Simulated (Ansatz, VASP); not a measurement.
## One calculation of PbSe, two programs

File INCAR:

```
SYSTEM = PbSe
ALGO = Normal ; EDIFF = 1E-6
ENCUT = 500 ; GGA_COMPAT = .False.
ISIF = 2 ; ISMEAR = 0
LASPH = .True. ; LCHARG = .False.
LREAL = .False. ; LWAVE = .False.
NBANDS = 28 ; NELM = 120
PREC = Accurate ; SIGMA = 0.01
```

Contents of KPOINTS:

```
k-points
0
Gamma
  4 4 4
  0 0 0
```

Contents of POSCAR:

```
PbSe
1.0
    2.1548765900     -6.1339473500      0.0000000000
    2.1548765900      6.1339473500      0.0000000000
    0.0000000000      0.0000000000      4.4504935700
Pb Se
2 2
Direct
    0.6317607300      0.3682392700      0.7500000000
    0.3682392700      0.6317607300      0.2500000000
    0.8612899600      0.1387100400      0.7500000000
    0.1387100400      0.8612899600      0.2500000000
```

Input for Ansatz:

```yaml
crystal:
  lattice:
    - [2.15487659, -6.13394735, 0.0]
    - [2.15487659, 6.13394735, 0.0]
    - [0.0, 0.0, 4.45049357]
  atoms:
    - { symbol: Pb, position: [0.63176073, 0.36823927, 0.75] }
    - { symbol: Pb, position: [0.36823927, 0.63176073, 0.25] }
    - { symbol: Se, position: [0.86128996, 0.13871004, 0.75] }
    - { symbol: Se, position: [0.13871004, 0.86128996, 0.25] }
basis:
  ecutwfc: 517.016338673772
kpoints:
  mp_grid:
    grid: [4, 4, 4]
hamiltonian:
  xc: lda
scf:
  occupations:
    method: fixed
output:
  eigenvalues: true
```

Alike in both runs: task single point; functional LDA; k mesh 4 × 4 × 4; no spin polarisation.

```csv
,VASP,Ansatz
version,VASP 6.6.1,Ansatz 0.2.0
potentials or method,"VASP PAW LDA potentials, release 64 (Pb_d, Se), cutoff 500 eV","plane waves, PAW"
occupations,"gaussian, width 0.01 eV",fixed
valence electrons in the cell,40,60
```

Ansatz gave:

```
gap on the k mesh at the Fermi level (eV) : 1.11
```

Estimate VASP's values.

gap on the k mesh at the Fermi level (eV): 1.10.

LDA's correlation is that of Perdew and Zunger in VASP and of Perdew and Wang (1992) in Ansatz. VASP's potentials hold 40 valence electrons a cell and Ansatz's 60, so a difference there can come from the potentials and not from the codes.

Spin-orbit coupling is off throughout.
